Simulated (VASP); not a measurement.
**Cd3Si: single point with PBE**

The system is Cd3Si.

```
Cd Si
1.0
     4.98908    0.00000    0.00000
    -2.49454    4.32067    0.00000
     0.00000    0.00000    5.26560
Cd Si
3 1
Direct
  0.00000 0.00000 0.50000
  0.33333 0.66667 0.00000
  0.66667 0.33333 0.00000
  0.00000 0.00000 0.00000
```

| Property | Result |
| --- | --- |
| Program | VASP 6.6.1 |
| Task | single point |
| Functional | PBE |
| Potentials or basis | VASP PAW PBE potentials, release 64 (Cd, Si) |
| Cutoff | 500 eV |
| k mesh | 6 × 6 × 4 |
| Occupations | gaussian, width 0.1 eV |
| Spin | no spin polarisation |
| Dipole correction | no |
| Further INCAR settings | ALGO = Normal; EDIFF = 1e-06; NBANDS = 28 |

The pressure is 0.3 GPa and the band gap on the k mesh is zero (band 20 reaches 2.61 eV, above the bottom of band 21 at 0.95 eV).

Stress tensor (GPa, compression positive):
```
0.28 0.00 0.00
0.00 0.28 0.00
0.00 0.00 0.37
```

Levels at points of the mesh, in eV from the Fermi level:
```
           k point  band 17  band 18  band 19  band 20  band 21  band 22  band 23  band 24
(0.00, 0.00, 0.00)    -2.98    -2.04    -1.41    -1.03    -1.03     0.88     0.88     2.01
(0.50, 0.00, 0.00)    -5.85    -3.00    -2.05    -1.58    -0.72     1.63     2.15     4.28
(0.00, 0.00, 0.50)    -5.19    -2.05    -0.55    -0.55     1.01     1.01     2.39     2.42
(0.50, 0.00, 0.50)    -5.37    -4.09    -2.58    -1.37    -1.20     2.32     2.58     4.47
```

Wall time 51 s on 1 thread of Intel(R) Xeon(R) Platinum 8259CL CPU @ 2.50GHz (Skylake/Cascade Lake), with other jobs on the host, peak memory 0.23 GiB.
